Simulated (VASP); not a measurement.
# CuI (Cmcm) in VASP: further runs

CuI is run at these levels: r2SCAN; tasks: single point.

Program: VASP 6.6.1. These are calculated values, not measurements. Logs are shortened: lines on timing, memory, paths and dates and some standing lists are left out, and cuts for length are marked.

**1. The cell of the first run**

The structure is orthorhombic, space group Cmcm (No. 63). The conventional cell has a = 7.340 Å, b = 7.296 Å, c = 4.234 Å, α = 90.00°, β = 90.00°, γ = 90.00°. Within 3.2 Å of Cu (site symmetry m2m) lie 2 Cu at 2.41 Å and 3 I at 2.53 to 2.55 Å. I (site symmetry m2m) has 3 Cu at 2.53 to 2.55 Å within 3.3 Å.

**2. Single point, r2SCAN**

Input file POSCAR:

```
CuI
1.0
    3.6698817401     -3.6481740836      0.0000000000
    3.6698817401      3.6481740836      0.0000000000
    0.0000000000      0.0000000000      4.2339839286
Cu I
2 2
Direct
    0.4204390000      0.5795610000      0.7500000000
    0.5795610000      0.4204390000      0.2500000000
    0.7700430000      0.2299570000      0.7500000000
    0.2299570000      0.7700430000      0.2500000000
```

Input file INCAR.step1:

```
  PREC = Accurate
  ENCUT = 520
  ISMEAR = 0
  SIGMA = 0.01
  LREAL = F
  LASPH = T
  NELM = 80
  NBANDS = 26
  GGA = PE
  ALGO = Normal
  EDIFF = 1E-4
  LWAVE = T
  LCHARG = F
```

Input file INCAR.step2:

```
  PREC = Accurate
  ENCUT = 520
  EDIFF = 1E-6
  ISMEAR = 0
  SIGMA = 0.01
  LREAL = F
  LASPH = T
  NELM = 80
  ALGO = Normal
  ISIF = 2
  LWAVE = F
  LCHARG = F
  METAGGA = R2SCAN
  LMIXTAU = T
  NBANDS = 26
  ISTART = 1
```

Input file KPOINTS:

```
Automatic mesh
0
Gamma
  4 4 6
```

Potentials or basis: VASP PAW PBE potentials, release 64 (Cu, I).

Run with:

```bash
> cat potpaw_PBE.64/Cu/POTCAR potpaw_PBE.64/I/POTCAR > POTCAR
> cp INCAR.step1 INCAR
> mpirun -np 1 vasp_std > vasp.out
> cp INCAR.step2 INCAR
> mpirun -np 1 vasp_std > vasp.out
```

OUTCAR:

```text
PREC = Accurate
   ENCUT = 520
   EDIFF = 1E-6
   ISMEAR = 0
   LREAL = F
   LASPH = T
   NELM = 80
   ISIF = 2
   METAGGA = R2SCAN
   ISTART = 1

 ion  position               nearest neighbor table
   1  0.420  0.580  0.750-   2 2.41   2 2.41   4 2.53   4 2.53   3 2.55
   2  0.580  0.420  0.250-   1 2.41   1 2.41   3 2.53   3 2.53   4 2.55
   3  0.770  0.230  0.750-   2 2.53   2 2.53   1 2.55
   4  0.230  0.770  0.250-   1 2.53   1 2.53   2 2.55

  LATTYP: Found a base centered orthorhombic cell.
 ALAT       =     7.2963481672
 B/A-ratio  =     1.0059502798
 C/A-ratio  =     0.5802880882

  Lattice vectors:

 A1 = (  -3.6698817401,  -3.6481740836,   0.0000000000)
 A2 = (   3.6698817401,  -3.6481740836,   0.0000000000)
 A3 = (   0.0000000000,   0.0000000000,   4.2339839286)

Analysis of symmetry for initial positions (statically):
=====================================================================
 Subroutine PRICEL returns:
 Original cell was already a primitive cell.

 Routine SETGRP: Setting up the symmetry group for a
 base centered orthorhombic supercell.

 Subroutine GETGRP returns: Found  8 space group operations
 (whereof  4 operations were pure point group operations)
 out of a pool of  8 trial point group operations.

The static configuration has the point symmetry C_2h.
 The point group associated with its full space group is D_2h.

Analysis of symmetry for dynamics (positions and initial velocities):
=====================================================================
 Subroutine PRICEL returns:
 Original cell was already a primitive cell.

 Routine SETGRP: Setting up the symmetry group for a
 base centered orthorhombic supercell.

 Subroutine GETGRP returns: Found  8 space group operations
 (whereof  4 operations were pure point group operations)
 out of a pool of  8 trial point group operations.

The dynamic configuration has the point symmetry C_2h.
 The point group associated with its full space group is D_2h.

 Subroutine INISYM returns: Found  8 space group operations
 (whereof  4 operations are pure point group operations),
 and found     1 'primitive' translations

----------------------------------------------------------------------------------------

                                     Primitive cell

  volume of cell :     113.3723

  direct lattice vectors                    reciprocal lattice vectors
     3.669881740 -3.648174084  0.000000000     0.136244172 -0.137054863  0.000000000
     3.669881740  3.648174084  0.000000000     0.136244172  0.137054863  0.000000000
     0.000000000  0.000000000  4.233983929     0.000000000  0.000000000  0.236184175

  length of vectors
     5.174669664  5.174669664  4.233983929     0.193252451  0.193252451  0.236184175

  position of ions in fractional coordinates (direct lattice)
     0.420439000  0.579561000  0.750000000
     0.579561000  0.420439000  0.250000000
     0.770043000  0.229957000  0.750000000
     0.229957000  0.770043000  0.250000000

  ion indices of the primitive-cell ions
   primitive index   ion index
                 1           1
                 2           2
                 3           3
                 4           4

----------------------------------------------------------------------------------------

 KPOINTS: Automatic mesh

Automatic generation of k-mesh.
 Grid dimensions read from file:
 generate k-points for:    4    4    6

 Generating k-lattice:

  Cartesian coordinates                     Fractional coordinates (reciprocal lattice)
     0.034061043 -0.034263716  0.000000000     0.250000000 -0.000000000  0.000000000
     0.034061043  0.034263716  0.000000000    -0.000000000  0.250000000  0.000000000
     0.000000000  0.000000000  0.039364029     0.000000000  0.000000000  0.166666667

  Length of vectors
     0.048313113  0.048313113  0.039364029

  Shift w.r.t. Gamma in fractional coordinates (k-lattice)
     0.000000000  0.000000000  0.000000000

 Subroutine IBZKPT returns following result:
 ===========================================

 Found     28 irreducible k-points:

 Following reciprocal coordinates:
            Coordinates               Weight
  0.000000  0.000000  0.000000      1.000000
  0.250000  0.000000  0.000000      4.000000
  0.500000  0.000000  0.000000      2.000000
  0.250000  0.250000  0.000000      2.000000
  0.500000  0.250000  0.000000      4.000000
 -0.250000  0.250000  0.000000      2.000000
[... 16 lines left out ...]
  0.250000  0.000000  0.500000      4.000000
  0.500000  0.000000  0.500000      2.000000
 [... further k-points ...]
   k-points           NKPTS =     28   k-points in BZ     NKDIM =     28   number of bands    NBANDS=     26
   number of dos      NEDOS =    301   number of ions     NIONS =      4
   total plane-waves  NPLWV =  51200
   dimension x,y,z NGX =    40 NGY =   40 NGZ =   32
   dimension x,y,z NGXF=    80 NGYF=   80 NGZF=   64
   ions per type =               2   2
[... 66 lines left out ...]
 Fermi energy:         4.3334726129

 k-point     1 :       0.0000    0.0000    0.0000
  band No.  band energies     occupation
      1     -10.4216      2.00000
      2      -9.5237      2.00000
      3      -1.8036      2.00000
      4      -0.4265      2.00000
      5      -0.2055      2.00000
      6      -0.1776      2.00000
[... 18 lines left out ...]
     25      12.7522      0.00000
     26      13.2694      0.00000

 k-point     2 :       0.2500    0.0000    0.0000
  band No.  band energies     occupation
      1     -10.2958      2.00000
      2      -9.6543      2.00000
      3      -1.6677      2.00000
      4      -0.6823      2.00000
      5      -0.3617      2.00000
      6      -0.0476      2.00000
[... 18 lines left out ...]
     25      12.7986      0.00000
     26      12.8401      0.00000

 k-point     3 :       0.5000    0.0000    0.0000
  band No.  band energies     occupation
      1     -10.0344      2.00000
      2      -9.9210      2.00000
      3      -1.3031      2.00000
      4      -1.1774      2.00000
      5      -0.4409      2.00000
      6       0.2246      2.00000
[... 18 lines left out ...]
     25      11.8697      0.00000
     26      12.0045      0.00000

 k-point     4 :       0.2500    0.2500    0.0000
  band No.  band energies     occupation
      1     -10.2395      2.00000
      2      -9.6799      2.00000
      3      -2.0904      2.00000
      4      -0.4119      2.00000
      5      -0.3138      2.00000
      6       0.1104      2.00000
[... 18 lines left out ...]
     25      11.2897      0.00000
     26      12.5274      0.00000

 k-point     5 :       0.5000    0.2500    0.0000
  band No.  band energies     occupation
      1     -10.0407      2.00000
      2      -9.8705      2.00000
      3      -2.0056      2.00000
      4      -0.6113      2.00000
      5      -0.4296      2.00000
      6      -0.3225      2.00000
[... 18 lines left out ...]
     25      11.6145      0.00000
     26      11.9766      0.00000

 k-point     6 :      -0.2500    0.2500    0.0000
  band No.  band energies     occupation
      1     -10.1535      2.00000
      2      -9.7879      2.00000
      3      -1.3947      2.00000
      4      -1.0613      2.00000
      5      -0.4603      2.00000
      6      -0.4319      2.00000
[... 427 lines left out ...]
 k-point    21 :       0.5000    0.5000    0.3333
  band No.  band energies     occupation
      1      -9.7922      2.00000
      2      -9.6850      2.00000
      3      -1.8850      2.00000
      4      -1.0012      2.00000
      5      -0.9265      2.00000
      6      -0.2756      2.00000
[... 18 lines left out ...]
     25      12.4535      0.00000
     26      13.0281      0.00000

 k-point    22 :       0.0000    0.0000    0.5000
  band No.  band energies     occupation
      1      -9.7367      2.00000
      2      -9.7367      2.00000
      3      -1.6238      2.00000
      4      -1.6238      2.00000
      5      -0.2944      2.00000
      6      -0.2944      2.00000
[... 18 lines left out ...]
     25      10.7177      0.00000
     26      10.7177      0.00000

 k-point    23 :       0.2500    0.0000    0.5000
  band No.  band energies     occupation
      1      -9.7172      2.00000
      2      -9.7172      2.00000
      3      -1.8475      2.00000
      4      -1.8475      2.00000
      5      -0.1598      2.00000
      6      -0.1598      2.00000
[... 18 lines left out ...]
     25      12.3573      0.00000
     26      12.3573      0.00000

 k-point    24 :       0.5000    0.0000    0.5000
  band No.  band energies     occupation
      1      -9.6975      2.00000
      2      -9.6975      2.00000
      3      -2.0394      2.00000
      4      -2.0394      2.00000
      5      -0.0499      2.00000
      6      -0.0499      2.00000
[... 18 lines left out ...]
     25      13.3886      0.00000
     26      13.3886      0.00000

 [... further k-points ...]

------------------------ aborting loop because EDIFF is reached ----------------------------------------

  FORCE on cell =-STRESS in cart. coord.  units (eV):
  Direction    XX          YY          ZZ          XY          YZ          ZX
  --------------------------------------------------------------------------------------
  -------------------------------------------------------------------------------------
  Total        0.4182749      2.3132120      2.5792620      0.0000000      0.0000000      0.0000000
  in kB        5.9110627     32.6903212     36.4501413      0.0000000      0.0000000      0.0000000
  external PRESSURE =      25.0171750 kB  Pullay stress =       0.0000000 kB

 VOLUME and BASIS-vectors are now :
 -----------------------------------------------------------------------------
  energy-cutoff  :      520.00
  volume of cell :      113.37
      direct lattice vectors                 reciprocal lattice vectors
     3.669881740 -3.648174084  0.000000000     0.136244172 -0.137054863  0.000000000
     3.669881740  3.648174084  0.000000000     0.136244172  0.137054863  0.000000000
     0.000000000  0.000000000  4.233983929     0.000000000  0.000000000  0.236184175

 POSITION                                       TOTAL-FORCE (eV/Angst)
 -----------------------------------------------------------------------------------
      3.66988      0.58050      3.17549         0.000000      0.179089      0.000000
      3.66988     -0.58050      1.05850         0.000000     -0.179089     -0.000000
      3.66988     -1.97033      3.17549         0.000000     -0.449306      0.000000
      3.66988      1.97033      1.05850         0.000000      0.449306      0.000000
 -----------------------------------------------------------------------------------
    total drift:                               -0.000000     -0.000000     -0.000000

  FREE ENERGIE OF THE ION-ELECTRON SYSTEM (eV)
  ---------------------------------------------------
  free  energy   TOTEN  =       -71.3277685466 eV

  energy  without entropy=      -71.3277685466  energy(sigma->0) =      -71.32776855
```

Run time: 3.8 min. Hardware: 1 thread of Intel Xeon Platinum 8375C at 2.90GHz (Ice Lake), shared host; peak memory 0.27 GiB.

Results:

| Quantity | Value |
| --- | --- |
| Free energy | -71.3278 eV |
| Pressure | 2.5 GPa |
| Largest force | 0.449 eV/Å |
| Band gap on the k mesh | 1.48 eV, direct |

Forces on the atoms (eV/Å):
```
Cu   0.000  0.179  0.000
Cu   0.000 -0.179  0.000
I    0.000 -0.449  0.000
I    0.000  0.449  0.000
```

Caveat: the PAW data sets were made with another functional, which shifts forces and pressure a little; spin-orbit coupling is left out, which moves the levels of the heavy elements. A k mesh can miss the band edges.

**3. Single point, r2SCAN**

This run uses another cell than the first one, of 29.24 Å³/atom, 1.032 times its volume.

Input file POSCAR:

```
CuI
1.0
    3.7081124263     -3.6861786321      0.0000000000
    3.7081124263      3.6861786321      0.0000000000
    0.0000000000      0.0000000000      4.2780911022
Cu I
2 2
Direct
    0.4204390000      0.5795610000      0.7500000000
    0.5795610000      0.4204390000      0.2500000000
    0.7700430000      0.2299570000      0.7500000000
    0.2299570000      0.7700430000      0.2500000000
```

Input file INCAR.step1:

```
  PREC = Accurate
  ENCUT = 520
  ISMEAR = 0
  SIGMA = 0.01
  LREAL = False
  LASPH = True
  NELM = 80
  NBANDS = 26
  GGA = PE
  ALGO = Normal
  EDIFF = 1E-4
  LWAVE = True
  LCHARG = False
```

Input file INCAR.step2:

```
  PREC = Accurate
  ENCUT = 520
  EDIFF = 1E-6
  ISMEAR = 0
  SIGMA = 0.01
  LREAL = False
  LASPH = True
  NELM = 80
  ALGO = Normal
  ISIF = 2
  LWAVE = False
  LCHARG = False
  METAGGA = R2SCAN
  LMIXTAU = True
  NBANDS = 26
  ISTART = 1
```

KPOINTS is that of step 2.

Potentials or basis: VASP PAW PBE potentials, release 64 (Cu, I).

Run with:

```bash
> cat potpaw_PBE.64/Cu/POTCAR potpaw_PBE.64/I/POTCAR > POTCAR
> cp INCAR.step1 INCAR
> mpirun -np 1 vasp_std > vasp.out
> cp INCAR.step2 INCAR
> mpirun -np 1 vasp_std > vasp.out
```

Wall time 3.7 min (1 thread of Intel Xeon Platinum 8375C at 2.90GHz (Ice Lake), shared host); peak memory 0.27 GiB.

The run converged. Its results:

```
Free energy            : -71.3671 eV
Pressure               : 1.0 GPa
Largest force          : 0.164 eV/Å
Band gap on the k mesh : 1.44 eV, direct
```

Forces on the atoms (eV/Å):
```
Cu   0.000  0.108  0.000
Cu   0.000 -0.108  0.000
I    0.000 -0.164  0.000
I    0.000  0.164  0.000
```

Stress tensor (GPa, compression positive):
```
0.27 0.00 0.00
0.00 1.27 0.00
0.00 0.00 1.39
```

Levels at points of the mesh, in eV from the valence-band top:
```csv
k point,band 16,band 17,band 18,band 19,band 20,band 21
"(0.00, 0.00, 0.00)",-1.59,-0.94,0.00,1.44,1.86,2.73
"(0.50, 0.00, 0.00)",-1.48,-1.39,-0.40,3.09,3.33,3.85
"(0.50, 0.50, 0.00)",-1.17,-0.77,-0.21,2.06,3.18,4.55
"(0.00, 0.00, 0.50)",-1.89,-1.73,-1.73,4.05,4.05,4.08
"(0.50, 0.00, 0.50)",-1.90,-1.48,-1.48,2.48,2.48,3.74
"(0.50, 0.50, 0.50)",-1.86,-1.72,-1.72,4.40,4.40,4.89
```

Caveat: the PAW data sets were made with another functional, which shifts forces and pressure a little; spin-orbit coupling is left out, which moves the levels of the heavy elements.

**4. Single point, r2SCAN**

This run uses another cell than the first one, of 30.13 Å³/atom, 1.063 times its volume.

Input file POSCAR:

```
CuI
1.0
    3.7455706426     -3.7234152799      0.0000000000
    3.7455706426      3.7234152799      0.0000000000
    0.0000000000      0.0000000000      4.3213070686
Cu I
2 2
Direct
    0.4204390000      0.5795610000      0.7500000000
    0.5795610000      0.4204390000      0.2500000000
    0.7700430000      0.2299570000      0.7500000000
    0.2299570000      0.7700430000      0.2500000000
```

Input file INCAR.step1:

```
PREC     = Accurate       # precision mode
ENCUT    = 520            # plane-wave cutoff, eV
ISMEAR   = 0              # smearing method
SIGMA    = 0.01           # smearing width, eV
LREAL    = F              # projectors in reciprocal space
LASPH    = T              # aspherical terms in the spheres
NELM     = 100            # most SCF steps
NBANDS   = 26             # bands
GGA      = PE             # functional
ALGO     = Normal         # electronic algorithm
EDIFF    = 1E-4           # SCF threshold, eV
LWAVE    = T              # write WAVECAR
LCHARG   = F              # write CHGCAR
```

Input file INCAR.step2:

```
PREC     = Accurate       # precision mode
ENCUT    = 520            # plane-wave cutoff, eV
EDIFF    = 1E-6           # SCF threshold, eV
ISMEAR   = 0              # smearing method
SIGMA    = 0.01           # smearing width, eV
LREAL    = F              # projectors in reciprocal space
LASPH    = T              # aspherical terms in the spheres
NELM     = 100            # most SCF steps
ALGO     = Normal         # electronic algorithm
ISIF     = 2              # what is computed and relaxed
LWAVE    = F              # write WAVECAR
LCHARG   = F              # write CHGCAR
METAGGA  = R2SCAN         # meta-GGA
LMIXTAU  = T            
NBANDS   = 26             # bands
ISTART   = 1
```

KPOINTS is that of step 3.

Run with:

```bash
> cat potpaw_PBE.64/Cu/POTCAR potpaw_PBE.64/I/POTCAR > POTCAR
> cp INCAR.step1 INCAR
> mpirun -np 1 vasp_std > vasp.out
> cp INCAR.step2 INCAR
> mpirun -np 1 vasp_std > vasp.out
```

Run time: 3.7 min. Hardware: 1 thread of Intel Xeon Platinum 8375C at 2.90GHz (Ice Lake), shared host; peak memory 0.27 GiB.

Results (log left out):

```
Free energy            : -71.3750 eV
Pressure               : -0.3 GPa
Largest force          : 0.086 eV/Å
Band gap on the k mesh : 1.39 eV, direct
```

Forces in eV/Å, atoms in the order of the input:
```
Cu   0.000  0.037  0.000
Cu   0.000 -0.037  0.000
I    0.000  0.086  0.000
I    0.000 -0.086  0.000
```

Stress tensor (GPa, compression positive):
```
 0.03  0.00  0.00
 0.00 -0.40  0.00
 0.00  0.00 -0.48
```

Levels at points of the mesh, in eV from the valence-band top:
| k point | band 16 | band 17 | band 18 | band 19 | band 20 | band 21 |
| --- | --- | --- | --- | --- | --- | --- |
| (0.00, 0.00, 0.00) | -1.50 | -0.89 | 0.00 | 1.39 | 2.00 | 2.75 |
| (0.50, 0.00, 0.00) | -1.41 | -1.31 | -0.37 | 3.10 | 3.24 | 3.84 |
| (0.50, 0.50, 0.00) | -1.13 | -0.74 | -0.19 | 2.03 | 3.15 | 4.58 |
| (0.00, 0.00, 0.50) | -1.77 | -1.64 | -1.64 | 3.98 | 3.98 | 4.13 |
| (0.50, 0.00, 0.50) | -1.78 | -1.41 | -1.41 | 2.50 | 2.50 | 3.81 |
| (0.50, 0.50, 0.50) | -1.75 | -1.63 | -1.63 | 4.29 | 4.29 | 4.90 |

Caveat: the PAW data sets were made with another functional, which shifts forces and pressure a little; spin-orbit coupling is left out, which moves the levels of the heavy elements. r2SCAN opens gaps a little over a GGA but as a rule still falls short of measured ones.

**5. The runs side by side**

| cell | gap on the mesh (eV) | pressure (GPa) | largest force (eV/Å) |
| --- | --- | --- | --- |
| a = 5.175, b = 5.175, c = 4.234 Å, angles 90.0, 90.0, 89.7°, 4 atoms | 1.48 | 2.5 | 0.45 |
| a = 5.229, b = 5.229, c = 4.278 Å, angles 90.0, 90.0, 89.7°, 4 atoms | 1.44 | 1.0 | 0.16 |
| a = 5.281, b = 5.281, c = 4.321 Å, angles 90.0, 90.0, 89.7°, 4 atoms | 1.39 | -0.3 | 0.09 |

Alike in all rows: task single point; level r2SCAN; potentials or basis VASP PAW PBE potentials, release 64 (Cu, I); no spin polarisation; k mesh 4 × 4 × 6; cutoff (eV) 520; smearing gaussian 0.01 eV.

Caveats: the PAW data sets were made with another functional, which shifts forces and pressure a little; spin-orbit coupling is left out, which moves the levels of the heavy elements.

Absolute energies hang on the potentials; compare differences alone.
